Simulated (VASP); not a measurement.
Here is a VASP 6.6.1 calculation.

Contents of INCAR:

```
SYSTEM = Cs
ALGO = Normal ; EDIFF = 1E-6
ENCUT = 520 ; GGA = PE
ISIF = 2 ; ISMEAR = -1
LASPH = .True. ; LCHARG = .False.
LREAL = .False. ; LWAVE = .False.
NBANDS = 16 ; NELM = 60
PREC = Accurate ; SIGMA = 0.05
```

KPOINTS

```
k-points
0
Gamma
  8 8 5
  0 0 0
```

File POSCAR:

```
Cs
1.0
    4.0505838870      0.0000000000      0.0000000000
   -2.0252919435      3.5079085463      0.0000000000
    0.0000000000      0.0000000000      6.5619458970
Cs
2
Direct
    0.3333333333      0.6666666667      0.2500000000
    0.6666666667      0.3333333333      0.7500000000
```

Potentials or basis: VASP PAW PBE potentials, release 64 (Cs_sv).

Command:

```sh
$ cat potpaw_PBE.64/Cs_sv/POTCAR > POTCAR
$ mpirun -np 1 vasp_std > vasp.out
```

Task: Predict the pressure.

Result: 5.7 GPa.

Task: Estimate the band gap on the k mesh.

Result: Zero (band 9 reaches 4.12 eV, above the bottom of band 10 at 3.44 eV).

Caveat: spin-orbit coupling is left out, which moves the levels of the heavy elements.
